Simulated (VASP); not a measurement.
SbMo:

```
Mo Sb
1.0
     0.00000    2.76013    2.76013
     2.76013    0.00000    2.76013
     2.76013    2.76013    0.00000
Mo Sb
1 1
Direct
  0.50000 0.50000 0.50000
  0.00000 0.00000 0.00000
```

Base run:

* Program: VASP 6.6.1
* Functional: PBEsol
* Potentials or basis: VASP PAW PBE potentials, release 64 (Mo_sv, Sb)
* Cutoff: 520 eV
* k mesh: 10 × 10 × 10
* Occupations: gaussian, width 0.05 eV
* Spin: no spin polarisation

Its results: pressure -4.8 GPa.

Problem. The run is repeated on the same cell with these changes: functional from PBEsol to LDA; potentials or basis from VASP PAW PBE potentials, release 64 (Mo_sv, Sb) to VASP PAW LDA potentials, release 64 (Mo_sv, Sb). What comes out?

Solution. Pressure -7.2 GPa.

Caveats: the PAW data sets were made with another functional, which shifts forces and pressure a little (some runs).
